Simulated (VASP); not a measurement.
# Ca3Sc (Pm-3m) in VASP: notebook

Runs on Ca3Sc. Level: PBE. Tasks: single point, relaxation of cell and atoms.

All numbers are computed with VASP 6.6.1; they aren't measurements. Logs are shortened: lines on timing, memory, paths and dates and some standing lists are left out, and cuts for length are marked.

## 1. The cell of the first run

Symmetry: Pm-3m, No. 221, cubic system. Conventional cell: a = 5.263 Å, b = 5.263 Å, c = 5.263 Å, α = 90.00°, β = 90.00°, γ = 90.00°. Ca (site symmetry 4/mmm) has 8 Ca at 3.72 Å and 4 Sc at 3.72 Å within 4.9 Å. Within 4.9 Å of Sc (site symmetry m-3m) lie 12 Ca at 3.72 Å.

## 2. Single point, PBE

INCAR reads:

```
PREC     = Accurate       # precision mode
ENCUT    = 520            # plane-wave cutoff, eV
EDIFF    = 1E-6           # SCF threshold, eV
ISMEAR   = 0              # smearing method
SIGMA    = 0.1            # smearing width, eV
LREAL    = False          # projectors in reciprocal space
LASPH    = True           # aspherical terms in the spheres
NELM     = 60             # most SCF steps
ALGO     = Normal         # electronic algorithm
ISIF     = 2              # what is computed and relaxed
LWAVE    = False          # write WAVECAR
LCHARG   = True           # write CHGCAR
GGA      = PE             # functional
LELF     = True           # ELF
LVHAR    = True         
NBANDS   = 28             # bands
```

KPOINTS reads:

```
Automatic mesh
0
Gamma
  4 4 4
```

POSCAR reads:

```
Ca3Sc
1.0
    5.2633074925      0.0000000000      0.0000000000
    0.0000000000      5.2633074925      0.0000000000
    0.0000000000      0.0000000000      5.2633074925
Ca Sc
3 1
Direct
    0.0000000000      0.5000000000      0.5000000000
    0.5000000000      0.0000000000      0.5000000000
    0.5000000000      0.5000000000      0.0000000000
    0.0000000000      0.0000000000      0.0000000000
```

Potentials or basis: VASP PAW PBE potentials, release 64 (Ca_sv, Sc_sv).

Launch:

```console
$ cat potpaw_PBE.64/Ca_sv/POTCAR potpaw_PBE.64/Sc_sv/POTCAR > POTCAR
$ mpirun -np 1 vasp_std > vasp.out
```

OUTCAR:

```text
PREC = Accurate
   ENCUT = 520
   EDIFF = 1E-6
   ISMEAR = 0
   LREAL = False
   LASPH = True
   NELM = 60
   ISIF = 2
   GGA = PE

 ion  position               nearest neighbor table
   1  0.000  0.500  0.500-
   2  0.500  0.000  0.500-
   3  0.500  0.500  0.000-
   4  0.000  0.000  0.000-

  LATTYP: Found a simple cubic cell.
 ALAT       =     5.2633074925

  Lattice vectors:

 A1 = (   5.2633074925,   0.0000000000,   0.0000000000)
 A2 = (   0.0000000000,   5.2633074925,   0.0000000000)
 A3 = (   0.0000000000,   0.0000000000,   5.2633074925)

Analysis of symmetry for initial positions (statically):
=====================================================================
 Subroutine PRICEL returns:
 Original cell was already a primitive cell.

 Routine SETGRP: Setting up the symmetry group for a
 simple cubic supercell.

 Subroutine GETGRP returns: Found 48 space group operations
 (whereof 48 operations were pure point group operations)
 out of a pool of 48 trial point group operations.

The static configuration has the point symmetry O_h .

Analysis of symmetry for dynamics (positions and initial velocities):
=====================================================================
 Subroutine PRICEL returns:
 Original cell was already a primitive cell.

 Routine SETGRP: Setting up the symmetry group for a
 simple cubic supercell.

 Subroutine GETGRP returns: Found 48 space group operations
 (whereof 48 operations were pure point group operations)
 out of a pool of 48 trial point group operations.

The dynamic configuration has the point symmetry O_h .

 Subroutine INISYM returns: Found 48 space group operations
 (whereof 48 operations are pure point group operations),
 and found     1 'primitive' translations

----------------------------------------------------------------------------------------

                                     Primitive cell

  volume of cell :     145.8063

  direct lattice vectors                    reciprocal lattice vectors
     5.263307493  0.000000000  0.000000000     0.189994600  0.000000000  0.000000000
     0.000000000  5.263307493  0.000000000     0.000000000  0.189994600  0.000000000
     0.000000000  0.000000000  5.263307493     0.000000000  0.000000000  0.189994600

  length of vectors
     5.263307493  5.263307493  5.263307493     0.189994600  0.189994600  0.189994600

  position of ions in fractional coordinates (direct lattice)
     0.000000000  0.500000000  0.500000000
     0.500000000  0.000000000  0.500000000
     0.500000000  0.500000000  0.000000000
     0.000000000  0.000000000  0.000000000

  ion indices of the primitive-cell ions
   primitive index   ion index
                 1           1
                 2           2
                 3           3
                 4           4

----------------------------------------------------------------------------------------

 KPOINTS: Automatic mesh

Automatic generation of k-mesh.
 Grid dimensions read from file:
 generate k-points for:    4    4    4

 Generating k-lattice:

  Cartesian coordinates                     Fractional coordinates (reciprocal lattice)
     0.047498650  0.000000000  0.000000000     0.250000000  0.000000000  0.000000000
     0.000000000  0.047498650  0.000000000     0.000000000  0.250000000  0.000000000
     0.000000000  0.000000000  0.047498650     0.000000000  0.000000000  0.250000000

  Length of vectors
     0.047498650  0.047498650  0.047498650

  Shift w.r.t. Gamma in fractional coordinates (k-lattice)
     0.000000000  0.000000000  0.000000000

 Subroutine IBZKPT returns following result:
 ===========================================

 Found     10 irreducible k-points:

 Following reciprocal coordinates:
            Coordinates               Weight
  0.000000  0.000000  0.000000      1.000000
  0.250000  0.000000  0.000000      6.000000
  0.500000  0.000000  0.000000      3.000000
  0.250000  0.250000  0.000000     12.000000
  0.500000  0.250000  0.000000     12.000000
  0.500000  0.500000  0.000000      3.000000
  0.250000  0.250000  0.250000      8.000000
  0.500000  0.250000  0.250000     12.000000
  0.500000  0.500000  0.250000      6.000000
  0.500000  0.500000  0.500000      1.000000
   k-points           NKPTS =     10   k-points in BZ     NKDIM =     10   number of bands    NBANDS=     28
   number of dos      NEDOS =    301   number of ions     NIONS =      4
   total plane-waves  NPLWV =  64000
   dimension x,y,z NGX =    40 NGY =   40 NGZ =   40
   dimension x,y,z NGXF=    80 NGYF=   80 NGZF=   80
   ions per type =               3   1
   NGX,Y,Z   is equivalent  to a cutoff of  12.63, 12.63, 12.63 a.u.
   NGXF,Y,Z  is equivalent  to a cutoff of  25.27, 25.27, 25.27 a.u.
 SYSTEM =  unknown system
   PREC   = accura    normal or accurate (medium, high low for compatibility)
   ISTART =      0    job   : 0-new  1-cont  2-samecut
   ICHARG =      2    charge: 1-file 2-atom 10-const
   ISPIN  =      1    spin polarized calculation?
   LNONCOLLINEAR =      F non collinear calculations
   LSORBIT =      F    spin-orbit coupling
   LASPH  =      T    aspherical Exc in radial PAW
   ENCUT  =  520.0 eV  38.22 Ry    6.18 a.u.   9.79  9.79  9.79*2*pi/ulx,y,z
   NELM   =     60;   NELMIN=  2; NELMDL= -5     # of ELM steps
   EDIFF  = 0.1E-05   stopping-criterion for ELM
   LREAL  =      F    real-space projection
   EDIFFG = 0.1E-04   stopping-criterion for IOM
   NSW    =      0    number of steps for IOM
   IBRION =     -1    ionic relax: 0-MD 1-quasi-New 2-CG
   NFREE  =      0    steps in history (QN), initial steepest desc. (CG)
   ISIF   =      2    stress and relaxation
   ISYM   =      2    0-nonsym 1-usesym 2-fastsym
   POTIM  = 0.5000    time-step for ionic-motion
   TEBEG  =    0.0;   TEEND  =   0.0 temperature during run
   PSTRESS=    0.0 pullay stress
   NELECT =      41.0000    total number of electrons
   NUPDOWN=      -1.0000    fix difference up-down
   EMIN   =  10.00;   EMAX   =-10.00  energy-range for DOS
   EFERMI =   0.00;   METHOD = LEGACY
   ISMEAR =     0;   SIGMA  =   0.10  broadening in eV -4-tet -1-fermi 0-gaus
   EFERMI_NEDOS =   21; number of points for ismear=-14 and -15
   IALGO  =     38    algorithm
   IMIX   =      4    mixing-type and parameters
     AMIX     =   0.40;   BMIX     =  1.00
     AMIX_MAG =   1.60;   BMIX_MAG =  1.00
  volume/ion in A,a.u.               =      36.45       245.99
  Fermi-wavevector in a.u.,A,eV,Ry     =   1.072533  2.026794 15.651153  1.150327
  Thomas-Fermi vector in A             =   2.208306
   LORBIT       =      0    0 simple, 1 ext, 2 COOP (PROOUT), +10 PAW based schemes
   GGA     = PE    functional components
   LHFCALC =     F    Hartree Fock is set to
   AEXX    =    0.0000 exact exchange contribution
   IVDW    =     0    specifies the selected vdW correction
   LEPSILON=     F    determine dielectric tensor
   LRPA    =     F    only Hartree local field effects (RPA)
 non-spin polarized calculation
 Gauss-broadening in eV      SIGMA  =   0.10
  energy-cutoff  :      520.00
  volume of cell :      145.81
 maximum number of plane-waves:      3952
 NGX is ok and might be reduce to    40
   NGX = 19   NGY = 19   NGZ = 19

 number of electron      40.9999994 magnetization

 Free energy of the ion-electron system (eV)
  ---------------------------------------------------
  ext. energy  EPLUGINS =         0.00000000
  ---------------------------------------------------
  free energy    TOTEN  =       -11.29378025 eV

  energy without entropy =      -11.25964344  energy(sigma->0) =      -11.27671185

 E-fermi :   2.3813     XC(G=0):  -8.2569

 val. band max:        2.2898947405   @ k =   0.5000   0.2500   0.2500
 cond. band min:       2.4188428215   @ k =   0.5000   0.5000   0.5000
 fundamental gap:      0.1289480809
 Fermi energy:         2.3813480751

 k-point     1 :       0.0000    0.0000    0.0000
  band No.  band energies     occupation
      1     -48.2324      2.00000
      2     -39.2243      2.00000
      3     -39.1977      2.00000
      4     -39.1977      2.00000
      5     -26.8270      2.00000
      6     -26.8270      2.00000
[... 20 lines left out ...]
     27       4.3490      0.00000
     28       4.3490      0.00000

 k-point     2 :       0.2500    0.0000    0.0000
  band No.  band energies     occupation
      1     -48.2324      2.00000
      2     -39.2209      2.00000
      3     -39.2011      2.00000
      4     -39.1977      2.00000
      5     -26.8272      2.00000
      6     -26.8270      2.00000
[... 20 lines left out ...]
     27       4.1239      0.00000
     28       4.5161      0.00000

 k-point     3 :       0.5000    0.0000    0.0000
  band No.  band energies     occupation
      1     -48.2324      2.00000
      2     -39.2154      2.00000
      3     -39.2065      2.00000
      4     -39.1976      2.00000
      5     -26.8274      2.00000
      6     -26.8269      2.00000
[... 20 lines left out ...]
     27       3.8324      0.00000
     28       4.7509      0.00000

 k-point     4 :       0.2500    0.2500    0.0000
  band No.  band energies     occupation
      1     -48.2324      2.00000
      2     -39.2179      2.00000
      3     -39.2021      2.00000
      4     -39.1996      2.00000
      5     -26.8273      2.00000
      6     -26.8272      2.00000
[... 144 lines left out ...]
     27       3.7045      0.00000
     28       4.2893      0.00000

 k-point     9 :       0.5000    0.5000    0.2500
  band No.  band energies     occupation
      1     -48.2324      2.00000
      2     -39.2064      2.00000
      3     -39.2064      2.00000
      4     -39.2064      2.00000
      5     -26.8276      2.00000
      6     -26.8276      2.00000
[... 20 lines left out ...]
     27       3.8631      0.00000
     28       4.0925      0.00000

 k-point    10 :       0.5000    0.5000    0.5000
  band No.  band energies     occupation
      1     -48.2324      2.00000
      2     -39.2064      2.00000
      3     -39.2064      2.00000
      4     -39.2064      2.00000
      5     -26.8277      2.00000
      6     -26.8277      2.00000
[... 20 lines left out ...]
     27       4.0026      0.00000
     28       4.0026      0.00000

------------------------ aborting loop because EDIFF is reached ----------------------------------------

  FORCE on cell =-STRESS in cart. coord.  units (eV):
  Direction    XX          YY          ZZ          XY          YZ          ZX
  --------------------------------------------------------------------------------------
  -------------------------------------------------------------------------------------
  Total        0.2954277      0.2954277      0.2954277     -0.0000000     -0.0000000      0.0000000
  in kB        3.2462767      3.2462767      3.2462767     -0.0000000     -0.0000000      0.0000000
  external PRESSURE =       3.2462767 kB  Pullay stress =       0.0000000 kB

 VOLUME and BASIS-vectors are now :
 -----------------------------------------------------------------------------
  energy-cutoff  :      520.00
  volume of cell :      145.81
      direct lattice vectors                 reciprocal lattice vectors
     5.263307493  0.000000000  0.000000000     0.189994600  0.000000000  0.000000000
     0.000000000  5.263307493  0.000000000     0.000000000  0.189994600  0.000000000
     0.000000000  0.000000000  5.263307493     0.000000000  0.000000000  0.189994600

 POSITION                                       TOTAL-FORCE (eV/Angst)
 -----------------------------------------------------------------------------------
      0.00000      2.63165      2.63165         0.000000      0.000000      0.000000
      2.63165      0.00000      2.63165         0.000000      0.000000      0.000000
      2.63165      2.63165      0.00000         0.000000      0.000000      0.000000
      0.00000      0.00000      0.00000         0.000000      0.000000      0.000000
 -----------------------------------------------------------------------------------
    total drift:                               -0.000000     -0.000000     -0.000000

  FREE ENERGIE OF THE ION-ELECTRON SYSTEM (eV)
  ---------------------------------------------------
  free  energy   TOTEN  =       -11.2937802474 eV

  energy  without entropy=      -11.2596434446  energy(sigma->0) =      -11.27671185
```

Run time: 35 s. Hardware: 1 thread of Intel Xeon Platinum 8488C (Sapphire Rapids), shared host; peak memory 0.25 GiB.

Results:

| Item | Value |
| --- | --- |
| Free energy | -11.2938 eV |
| Pressure | 0.3 GPa |

(Part 1 of 2 ends here.)
